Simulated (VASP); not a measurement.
## BN: relaxation of the atoms with LDA

BN:

```
B N
1.0
     2.57967    0.00000    0.00000
    -1.28984    2.15498    0.00000
     0.00000    0.00000    6.25690
B N
2 2
Cartesian
  0.0000 1.4367 1.5642
  1.2898 0.7183 4.6927
  0.0000 1.4367 4.6927
  1.2898 0.7183 1.5642
```

This cell differs from its parent crystal: normal strain along x +0.0367, normal strain along z -0.0367.

```json
{
  "Program": "VASP 6.6.1",
  "Task": "relaxation of the atoms",
  "Functional": "LDA",
  "Potentials or basis": "VASP PAW LDA potentials, release 64 (B, N)",
  "Cutoff": "520 eV",
  "k mesh": "12 × 12 × 4",
  "Occupations": "gaussian, width 0.05 eV",
  "Spin": "no spin polarisation",
  "Dipole correction": "no",
  "Further INCAR settings": "ALGO = Normal; EDIFF = 1e-06; IBRION = 2; EDIFFG = -0.01; NSW = 50"
}
```

* Energy gained by relaxing: 1.0 meV/atom
* Ionic steps: 3
* Pressure after relaxing: -12.0 GPa
* Largest force after relaxing: 0.006 eV/Å
* Band gap on the k mesh: 3.75 eV (least direct gap 4.18 eV)

Forces in eV/Å, atoms in the order of the input:
```
B    0.000  0.005  0.000
B    0.000 -0.005  0.000
N    0.000 -0.006  0.000
N    0.000  0.006  0.000
```

Stress tensor (GPa, compression positive):
```
-30.67   0.00   0.00
  0.00  -6.15   0.00
  0.00   0.00   0.96
```

The path:
```csv
step,energy change (eV),largest force (eV/Å),pressure (GPa)
1,0.0000,0.3936,-11.75
2,0.0243,1.0124,-12.12
3,-0.0038,0.0057,-11.95
```

Final structure:
```
B N
1.0
     2.57967    0.00000    0.00000
    -1.28984    2.15498    0.00000
     0.00000    0.00000    6.25690
B N
2 2
Direct
  0.33220 0.66441 0.25000
  0.66780 0.33559 0.75000
  0.33217 0.66433 0.75000
  0.66783 0.33567 0.25000
```

Levels at points of the mesh, in eV from the valence-band top:
```
           k point  band 6  band 7  band 8  band 9  band 10  band 11
(0.00, 0.00, 0.00)   -1.59   -1.31   -1.24    5.28    10.47    10.77
(0.50, 0.00, 0.00)   -3.90   -1.88   -0.43    3.75     5.63     9.39
(0.00, 0.50, 0.00)   -4.49   -1.58   -0.22    4.05     5.69     8.58
(0.00, 0.00, 0.50)   -1.62   -1.28   -1.28    7.94     7.94    11.16
(0.50, 0.00, 0.50)   -3.96   -1.10   -1.10    4.31     4.31     9.84
(0.00, 0.50, 0.50)   -4.55   -0.84   -0.84    4.51     4.51     8.77
```

Wall time 3.1 min on 1 thread of Oxide Virtual Turin-like Processor, on a shared host, peak memory 0.13 GiB.

Caveat: the cell differs from its parent crystal (normal strain along x +0.0367, normal strain along z -0.0367). A k mesh can miss the band edges.
